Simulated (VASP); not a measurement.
# BaTiO3 (R3m) in VASP: further runs

The runs below take BaTiO3 through single point, with PBE+U.

All numbers are computed with VASP 6.6.1; they aren't measurements. Logs are shortened: lines on timing, memory, paths and dates and some standing lists are left out, and cuts for length are marked.

## (1) The cell of the first run

It takes space group R3m (No. 160, trigonal). Conventional cell: a = 5.635 Å, b = 5.635 Å, c = 6.827 Å, α = 90.00°, β = 90.00°, γ = 120.00°. Ba (site symmetry 3m) has 12 O at 2.73 to 2.87 Å and 8 Ti at 3.34 to 3.48 Å within 3.6 Å. Ti (site symmetry 3m) has 6 O at 1.87 to 2.11 Å within 2.5 Å. Within 2.5 Å of O (site symmetry m) lie 2 Ti at 1.87 to 2.11 Å.

## (2) Single point, PBE+U (strain -0.015 along x and y, -0.030 along z)

The input, INCAR:

```
SYSTEM = BaTiO3
PREC = Accurate
ENCUT = 520
EDIFF = 1E-7
ISMEAR = 0
SIGMA = 0.05
LREAL = .False.
LASPH = .True.
NELM = 150
ALGO = Normal
ISIF = 2
LWAVE = .False.
LCHARG = .True.
LMAXMIX = 4
LDAU = .True.
LDAUTYPE = 2
LDAUL = -1 2 -1
LDAUU = 0 4 0
LDAUJ = 0 0 0
LDAUPRINT = 1
GGA = PE
LELF = .True.
LVHAR = .True.
NBANDS = 28
```

The input, KPOINTS:

```
regular mesh
0
Gamma
  6 6 6
  0 0 0
```

The input, POSCAR:

```
BaTiO3
1.0
    2.8174665038      1.6266650444      2.2756719710
   -2.8174665038      1.6266650444      2.2756719710
    0.0000000000     -3.2533300889      2.2756719709
Ba Ti O
1 1 3
Direct
    0.0026800181      0.0026800181      0.0026800181
    0.5127992509      0.5127992509      0.5127992509
    0.4903227049      0.4903227049      0.9825753212
    0.4903227049      0.9825753212      0.4903227049
    0.9825753212      0.4903227049      0.4903227049
```

Potentials or basis: VASP PAW PBE potentials, release 64 (Ba_sv, Ti_sv, O).

Command:

```bash
$ cat potpaw_PBE.64/Ba_sv/POTCAR potpaw_PBE.64/Ti_sv/POTCAR potpaw_PBE.64/O/POTCAR > POTCAR
$ mpirun -np 1 vasp_std > vasp.out
```

OUTCAR:

```text
SYSTEM = BaTiO3
   PREC = Accurate
   ENCUT = 520
   EDIFF = 1E-7
   ISMEAR = 0
   LREAL = .False.
   LASPH = .True.
   NELM = 150
   ISIF = 2
   GGA = PE

 ion  position               nearest neighbor table
   1  0.003  0.003  0.003-   4 2.73   5 2.73   3 2.73   3 2.82   3 2.82   4 2.82   5 2.82   5 2.82
                             4 2.82   5 2.87   4 2.87   3 2.87   2 3.34   2 3.42   2 3.42   2 3.42
   2  0.513  0.513  0.513-   4 1.87   5 1.87   3 1.87   4 2.11   5 2.11   3 2.11   1 3.34   1 3.42
                             1 3.42   1 3.42   1 3.47   1 3.47   1 3.47   1 3.48
   3  0.490  0.490  0.983-   2 1.87   2 2.11   1 2.73   1 2.82   1 2.82   1 2.87
   4  0.490  0.983  0.490-   2 1.87   2 2.11   1 2.73   1 2.82   1 2.82   1 2.87
   5  0.983  0.490  0.490-   2 1.87   2 2.11   1 2.73   1 2.82   1 2.82   1 2.87

  LATTYP: Found a trigonal (rhomboedric) cell.
 ALAT       =     3.9702442729
 COS(alpha) =    -0.0071938443

  Lattice vectors:

 A1 = (   2.8174665038,   1.6266650444,   2.2756719710)
 A2 = (  -2.8174665038,   1.6266650444,   2.2756719710)
 A3 = (   0.0000000000,  -3.2533300889,   2.2756719709)

Analysis of symmetry for initial positions (statically):
=====================================================================
 Subroutine PRICEL returns:
 Original cell was already a primitive cell.

 Routine SETGRP: Setting up the symmetry group for a
 trigonal (rhombohedral) supercell.

 Subroutine GETGRP returns: Found  6 space group operations
 (whereof  6 operations were pure point group operations)
 out of a pool of 12 trial point group operations.

The static configuration has the point symmetry C_3v.

Analysis of symmetry for dynamics (positions and initial velocities):
=====================================================================
 Subroutine PRICEL returns:
 Original cell was already a primitive cell.

 Routine SETGRP: Setting up the symmetry group for a
 trigonal (rhombohedral) supercell.

 Subroutine GETGRP returns: Found  6 space group operations
 (whereof  6 operations were pure point group operations)
 out of a pool of 12 trial point group operations.

The dynamic configuration has the point symmetry C_3v.

 Subroutine INISYM returns: Found  6 space group operations
 (whereof  6 operations are pure point group operations),
 and found     1 'primitive' translations

----------------------------------------------------------------------------------------

                                     Primitive cell

  volume of cell :      62.5774

  direct lattice vectors                    reciprocal lattice vectors
     2.817466504  1.626665044  2.275671971     0.177464399  0.102459119  0.146476881
    -2.817466504  1.626665044  2.275671971    -0.177464399  0.102459119  0.146476881
     0.000000000 -3.253330089  2.275671971     0.000000000 -0.204918237  0.146476881

  length of vectors
     3.970244273  3.970244273  3.970244273     0.251886801  0.251886801  0.251886801

  position of ions in fractional coordinates (direct lattice)
     0.002680018  0.002680018  0.002680018
     0.512799251  0.512799251  0.512799251
     0.490322705  0.490322705  0.982575321
     0.490322705  0.982575321  0.490322705
     0.982575321  0.490322705  0.490322705

  ion indices of the primitive-cell ions
   primitive index   ion index
                 1           1
                 2           2
                 3           3
                 4           4
                 5           5

----------------------------------------------------------------------------------------

 KPOINTS: regular mesh

Automatic generation of k-mesh.
 Grid dimensions read from file:
 generate k-points for:    6    6    6

 Generating k-lattice:

  Cartesian coordinates                     Fractional coordinates (reciprocal lattice)
     0.029577400  0.017076520  0.024412814     0.166666667 -0.000000000 -0.000000000
    -0.029577400  0.017076520  0.024412814    -0.000000000  0.166666667 -0.000000000
     0.000000000 -0.034153040  0.024412814     0.000000000  0.000000000  0.166666667

[... 31 lines left out ...]
  o =  0.2516  v =  0.0000  0.0000  0.0000  0.0000  0.0000 -0.6240  0.0000 -0.0000 -0.7815  0.0000      0.0000  0.0000  0.0000  0.0000  0.0000  0.0000  0.0000  0.0000  0.0000  0.0000
  o =  0.2516  v =  0.0000 -0.7815 -0.0000  0.0000 -0.6240  0.0000  0.0000  0.0000  0.0000  0.0000      0.0000  0.0000  0.0000  0.0000  0.0000  0.0000  0.0000  0.0000  0.0000  0.0000
  o =  0.2516  v =  0.0000  0.0000  0.0000  0.0000  0.0000  0.0000 -0.7815 -0.0000  0.0000 -0.6240      0.0000  0.0000  0.0000  0.0000  0.0000  0.0000  0.0000  0.0000  0.0000  0.0000

 number of electron      40.0000000 magnetization

 Free energy of the ion-electron system (eV)
  ---------------------------------------------------
  ext. energy  EPLUGINS =         0.00000000
  ---------------------------------------------------
  free energy    TOTEN  =       -37.07940727 eV

  energy without entropy =      -37.07940727  energy(sigma->0) =      -37.07940727

 E-fermi :   4.4594     XC(G=0): -11.3807

 val. band max:        4.1250357535   @ k =   0.5000   0.5000   0.5000
 cond. band min:       6.9030291342   @ k =   0.0000   0.0000   0.0000
 fundamental gap:      2.7779933807
 Fermi energy:         4.4594465288

 k-point     1 :       0.0000    0.0000    0.0000
  band No.  band energies     occupation
      1     -53.1801      2.00000
      2     -29.4030      2.00000
      3     -29.3886      2.00000
      4     -29.3886      2.00000
      5     -20.6424      2.00000
      6     -12.8451      2.00000
[... 20 lines left out ...]
     27       9.1962      0.00000
     28      11.6759      0.00000

 k-point     2 :       0.1667   -0.0000    0.0000
  band No.  band energies     occupation
      1     -53.1798      2.00000
      2     -29.4101      2.00000
      3     -29.3940      2.00000
      4     -29.3881      2.00000
      5     -20.6090      2.00000
      6     -12.8730      2.00000
[... 20 lines left out ...]
     27       9.7422      0.00000
     28      12.3383      0.00000

 k-point     3 :       0.3333   -0.0000    0.0000
  band No.  band energies     occupation
      1     -53.1792      2.00000
      2     -29.4337      2.00000
      3     -29.3954      2.00000
      4     -29.3870      2.00000
      5     -20.5405      2.00000
      6     -13.0142      2.00000
[... 616 lines left out ...]
      3     -29.4371      2.00000
      4     -29.4010      2.00000
      5     -20.3999      2.00000
      6     -12.3465      2.00000
[... 20 lines left out ...]
     27      12.7894      0.00000
     28      13.1142      0.00000

 k-point    24 :      -0.3333    0.5000    0.1667
  band No.  band energies     occupation
      1     -53.1779      2.00000
      2     -29.4441      2.00000
      3     -29.4278      2.00000
      4     -29.4013      2.00000
      5     -20.4214      2.00000
      6     -12.5496      2.00000
[... 20 lines left out ...]
     27      12.4404      0.00000
     28      12.9077      0.00000

 [... further k-points ...]
[... 5 lines left out ...]
  --------------------------------------------------------------------------------------
  -------------------------------------------------------------------------------------
  Total        5.5227516      5.5227516      6.5959673      0.0000000      0.0000000     -0.0000000
  in kB      141.3996336    141.3996336    168.8772975      0.0000000      0.0000000     -0.0000000
  external PRESSURE =     150.5588549 kB  Pullay stress =       0.0000000 kB

 VOLUME and BASIS-vectors are now :
 -----------------------------------------------------------------------------
  energy-cutoff  :      520.00
  volume of cell :       62.58
      direct lattice vectors                 reciprocal lattice vectors
     2.817466504  1.626665044  2.275671971     0.177464399  0.102459119  0.146476881
    -2.817466504  1.626665044  2.275671971    -0.177464399  0.102459119  0.146476881
     0.000000000 -3.253330089  2.275671971     0.000000000 -0.204918237  0.146476881

 POSITION                                       TOTAL-FORCE (eV/Angst)
 -----------------------------------------------------------------------------------
      0.00000     -0.00000      0.01830         0.000000      0.000000     -0.116652
      0.00000     -0.00000      3.50089         0.000000      0.000000     -1.270869
      0.00000     -1.60146      4.46765         0.000000     -0.658843      0.462507
     -1.38691      0.80073      4.46765        -0.570575      0.329422      0.462507
      1.38691      0.80073      4.46765         0.570575      0.329422      0.462507
 -----------------------------------------------------------------------------------
    total drift:                               -0.000000      0.000001     -0.000575

  FREE ENERGIE OF THE ION-ELECTRON SYSTEM (eV)
  ---------------------------------------------------
  free  energy   TOTEN  =       -37.0794072685 eV

  energy  without entropy=      -37.0794072685  energy(sigma->0) =      -37.07940727
```

It took 2.2 min on 1 thread of Intel Xeon 8259CL, shared host; peak memory 0.21 GiB.

Results:

```yaml
Free_energy: -37.0794 eV
Pressure: 15.1 GPa
Largest_force: 1.271 eV/Å
Band_gap_on_the_k_mesh: 2.78 eV (least direct gap 3.18 eV)
```

Forces on the atoms (eV/Å):
```
Ba   0.000  0.000 -0.117
Ti   0.000  0.000 -1.271
O    0.000 -0.659  0.463
O   -0.571  0.329  0.463
O    0.571  0.329  0.463
```

Stress tensor (GPa, compression positive):
```
14.14  0.00  0.00
 0.00 14.14  0.00
 0.00  0.00 16.89
```

Eigenvalues of the final occupation matrices:
```csv
site,spin,trace,eigenvalues
site 2 d,1,0.84,0.11 0.11 0.11 0.25 0.25
site 2 d,2,0.84,0.11 0.11 0.11 0.25 0.25
```

Caveat: the cell differs from its parent crystal (strain -0.015 along x and y, -0.030 along z); the cell stands under pressure; spin-orbit coupling is left out, which moves the levels of the heavy elements; forces of over 1 eV/Å act on the atoms, so gaps and moduli don't describe the material at rest.

## (3) Single point, PBE+U (strain -0.015 along x and y, -0.015 along z)

The input, INCAR:

```
SYSTEM = BaTiO3
PREC = Accurate ; ENCUT = 520
EDIFF = 1E-6 ; ISMEAR = 0
SIGMA = 0.05 ; LREAL = .False.
LASPH = .True. ; NELM = 150
ALGO = Normal ; ISIF = 2
LWAVE = .False. ; LCHARG = .False.
LMAXMIX = 4 ; LDAU = .True.
LDAUTYPE = 2 ; LDAUL = -1 2 -1
LDAUU = 0 4 0 ; LDAUJ = 0 0 0
LDAUPRINT = 1 ; GGA = PE
NBANDS = 28
```

KPOINTS is that of step 2.

POSCAR, as its differences from that of step 2:

```diff
@@ -2,5 +2,5 @@
 1.0
-    2.8174665038      1.6266650444      2.2756719710
-   -2.8174665038      1.6266650444      2.2756719710
-    0.0000000000     -3.2533300889      2.2756719709
+    2.8174665038      1.6266650444      2.3108627746
+   -2.8174665038      1.6266650444      2.3108627746
+    0.0000000000     -3.2533300889      2.3108627746
 Ba Ti O
```

Potentials or basis: VASP PAW PBE potentials, release 64 (Ba_sv, Ti_sv, O).

Command:

```bash
$ cat potpaw_PBE.64/Ba_sv/POTCAR potpaw_PBE.64/Ti_sv/POTCAR potpaw_PBE.64/O/POTCAR > POTCAR
$ mpirun -np 1 vasp_std > vasp.out
```

Run time: 1.9 min. Hardware: 1 thread of Intel Xeon 8259CL, shared host; peak memory 0.21 GiB.

The run converged. Its results:

```
Free energy            : -37.1654 eV
Pressure               : 11.8 GPa
Largest force          : 1.089 eV/Å
Band gap on the k mesh : 2.74 eV (least direct gap 3.12 eV)
```

Forces in eV/Å, atoms in the order of the input:
```
Ba   0.000  0.000 -0.087
Ti   0.000  0.000 -1.089
O    0.000 -0.587  0.392
O   -0.509  0.294  0.392
O    0.509  0.294  0.392
```

Stress tensor (GPa, compression positive):
```
12.14  0.00  0.00
 0.00 12.14  0.00
 0.00  0.00 11.20
```

Levels at points of the mesh, in eV from the valence-band top:
```
           k point  band 17  band 18  band 19  band 20  band 21  band 22  band 23  band 24
(0.00, 0.00, 0.00)    -1.09    -0.46    -0.37    -0.37     2.74     2.74     2.85     4.48
(0.50, 0.00, 0.00)    -1.70    -1.61    -0.95    -0.87     2.94     4.22     4.30     4.45
(0.50, 0.50, 0.00)    -1.77    -0.89    -0.85    -0.09     4.29     4.30     4.66     5.06
(0.50, 0.50, 0.50)    -2.27    -0.02    -0.02     0.00     4.81     4.94     4.94     6.61
```

Eigenvalues of the final occupation matrices:
| site | spin | trace | eigenvalues |
| --- | --- | --- | --- |
| site 2 d | 1 | 0.83 | 0.11 0.11 0.11 0.25 0.25 |
| site 2 d | 2 | 0.83 | 0.11 0.11 0.11 0.25 0.25 |

Caveat: the cell differs from its parent crystal (strain -0.015 along x and y, -0.015 along z); the cell stands under pressure; spin-orbit coupling is left out, which moves the levels of the heavy elements; forces of over 1 eV/Å act on the atoms, so gaps and moduli don't describe the material at rest.

## (4) Single point, PBE+U (strain +0.000 along x and y, -0.030 along z)

The input, INCAR:

```
  ALGO = Normal
  EDIFF = 1E-6
  ENCUT = 520
  GGA = PE
  ISIF = 2
  ISMEAR = 0
  LASPH = True
  LCHARG = False
  LDAU = True
  LDAUJ = 0 0 0
  LDAUL = -1 2 -1
  LDAUPRINT = 1
  LDAUTYPE = 2
  LDAUU = 0 4 0
  LMAXMIX = 4
  LREAL = False
  LWAVE = False
  NBANDS = 28
  NELM = 150
  PREC = Accurate
  SIGMA = 0.05
```

The input, KPOINTS:

```
k-points
0
Gamma
  6 6 6
```

POSCAR, as its differences from that of step 3:

```diff
@@ -2,5 +2,5 @@
 1.0
-    2.8174665038      1.6266650444      2.3108627746
-   -2.8174665038      1.6266650444      2.3108627746
-    0.0000000000     -3.2533300889      2.3108627746
+    2.8603720851      1.6514365933      2.2756719710
+   -2.8603720851      1.6514365933      2.2756719710
+    0.0000000000     -3.3028731867      2.2756719709
 Ba Ti O
```

Command:

```bash
$ cat potpaw_PBE.64/Ba_sv/POTCAR potpaw_PBE.64/Ti_sv/POTCAR potpaw_PBE.64/O/POTCAR > POTCAR
$ mpirun -np 1 vasp_std > vasp.out
```

It took 2.3 min on 1 thread of Intel Xeon 8259CL, shared host; peak memory 0.21 GiB.

It converged, with:

| Property | Result |
| --- | --- |
| Free energy | -37.2050 eV |
| Pressure | 8.9 GPa |
| Largest force | 0.953 eV/Å |
| Band gap on the k mesh | 2.67 eV (least direct gap 3.06 eV) |

Forces in eV/Å, atoms in the order of the input:
```
Ba   0.000  0.000 -0.090
Ti   0.000  0.000 -0.953
O    0.000 -0.423  0.348
O   -0.366  0.211  0.348
O    0.366  0.211  0.348
```

Stress tensor (GPa, compression positive):
```
 6.69  0.00  0.00
 0.00  6.69  0.00
 0.00  0.00 13.19
```

Levels at points of the mesh, in eV from the valence-band top:
```csv
k point,band 17,band 18,band 19,band 20,band 21,band 22,band 23,band 24
"(0.00, 0.00, 0.00)",-1.18,-0.46,-0.46,-0.38,2.67,2.68,2.68,4.32
"(0.50, 0.00, 0.00)",-1.76,-1.59,-0.98,-0.90,2.85,4.06,4.16,4.32
"(0.50, 0.50, 0.00)",-1.82,-0.93,-0.90,-0.12,4.11,4.18,4.53,4.90
"(0.50, 0.50, 0.50)",-2.18,-0.06,-0.06,0.00,4.61,4.80,4.80,6.52
```

Eigenvalues of the final occupation matrices:
| site | spin | trace | eigenvalues |
| --- | --- | --- | --- |
| site 2 d | 1 | 0.82 | 0.11 0.11 0.11 0.24 0.24 |
| site 2 d | 2 | 0.82 | 0.11 0.11 0.11 0.24 0.24 |

Caveat: the cell differs from its parent crystal (strain +0.000 along x and y, -0.030 along z); the stress differs along the axes, from 7 to 13 GPa; spin-orbit coupling is left out, which moves the levels of the heavy elements.

## (5) Single point, PBE+U (strain -0.015 along x and y, +0.000 along z)

The input, INCAR:

```
SYSTEM = BaTiO3
  PREC = Accurate
  ENCUT = 520
  EDIFF = 1E-7
  ISMEAR = 0
  SIGMA = 0.05
  LREAL = .FALSE.
  LASPH = .TRUE.
  NELM = 150
  ALGO = Normal
  ISIF = 2
  LWAVE = .FALSE.
  LCHARG = .TRUE.
  LMAXMIX = 4
  LDAU = .TRUE.
  LDAUTYPE = 2
  LDAUL = -1 2 -1
  LDAUU = 0 4 0
  LDAUJ = 0 0 0
  LDAUPRINT = 1
  GGA = PE
  LELF = .TRUE.
  LVHAR = .TRUE.
  NBANDS = 28
```

The input, KPOINTS:

```
Automatic mesh
0
G
  6 6 6
  0 0 0
```

POSCAR, as its differences from that of step 4:

```diff
@@ -2,5 +2,5 @@
 1.0
-    2.8603720851      1.6514365933      2.2756719710
-   -2.8603720851      1.6514365933      2.2756719710
-    0.0000000000     -3.3028731867      2.2756719709
+    2.8174665038      1.6266650444      2.3460535783
+   -2.8174665038      1.6266650444      2.3460535783
+    0.0000000000     -3.2533300889      2.3460535783
 Ba Ti O
```

Command:

```bash
$ cat potpaw_PBE.64/Ba_sv/POTCAR potpaw_PBE.64/Ti_sv/POTCAR potpaw_PBE.64/O/POTCAR > POTCAR
$ mpirun -np 1 vasp_std > vasp.out
```

It took 2.3 min on 1 thread of Intel Xeon 8259CL, shared host; peak memory 0.21 GiB.

The run converged. Its results:

```
Free energy            : -37.2189 eV
Pressure               : 9.1 GPa
Largest force          : 0.902 eV/Å
Band gap on the k mesh : 2.71 eV (least direct gap 3.05 eV)
```

Forces in eV/Å, atoms in the order of the input:
```
Ba   0.000  0.000 -0.056
Ti   0.000  0.000 -0.902
O    0.000 -0.517  0.319
O   -0.448  0.258  0.319
O    0.448  0.258  0.319
```

Stress tensor (GPa, compression positive):
```
10.50  0.00  0.00
 0.00 10.50  0.00
 0.00  0.00  6.16
```

Levels at points of the mesh, in eV from the valence-band top:
```csv
k point,band 16,band 17,band 18,band 19,band 20,band 21,band 22,band 23,band 24,band 25
"(0.00, 0.00, 0.00)",-1.27,-1.02,-0.51,-0.34,-0.34,2.71,2.71,2.86,4.40,4.40
"(0.50, 0.00, 0.00)",-2.00,-1.64,-1.60,-0.98,-0.82,2.91,4.17,4.24,4.37,6.03
"(0.50, 0.50, 0.00)",-2.59,-1.76,-0.90,-0.83,-0.08,4.22,4.25,4.59,4.96,7.72
"(0.50, 0.50, 0.50)",-2.26,-2.26,0.00,0.00,0.00,4.76,4.85,4.85,6.51,6.51
```

Eigenvalues of the final occupation matrices:
```tsv
site	spin	trace	eigenvalues
site 2 d	1	0.83	0.11 0.11 0.11 0.25 0.25
site 2 d	2	0.83	0.11 0.11 0.11 0.25 0.25
```

Caveat: the cell differs from its parent crystal (strain -0.015 along x and y, +0.000 along z); the cell stands under pressure; spin-orbit coupling is left out, which moves the levels of the heavy elements. A k mesh can miss the band edges.

## (6) The runs side by side

```csv
cell,gap on the mesh (eV),pressure (GPa),largest force (eV/Å)
"a = 3.970 Å, angles 90.4°, 5 atoms",2.78,15.1,1.27
"a = 3.991 Å, angles 89.8°, 5 atoms",2.74,11.8,1.09
"a = 4.011 Å, angles 91.0°, 5 atoms",2.67,8.9,0.95
"a = 4.011 Å, angles 89.2°, 5 atoms",2.71,9.1,0.90
```

Alike in all rows: task single point; level PBE+U; potentials or basis VASP PAW PBE potentials, release 64 (Ba_sv, Ti_sv, O); no spin polarisation; Ti d U = 4.0 eV; k mesh 6 × 6 × 6; cutoff (eV) 520; smearing gaussian 0.05 eV.

Caveats: spin-orbit coupling is left out, which moves the levels of the heavy elements; the cell stands under pressure (at least some runs); forces of over 1 eV/Å act on the atoms, so gaps and moduli don't describe the material at rest (at least some runs); the stress differs along the axes, from 7 to 13 GPa (at least some runs).

Total energies depend on the potentials used, so only differences within one code and one set of settings carry meaning.
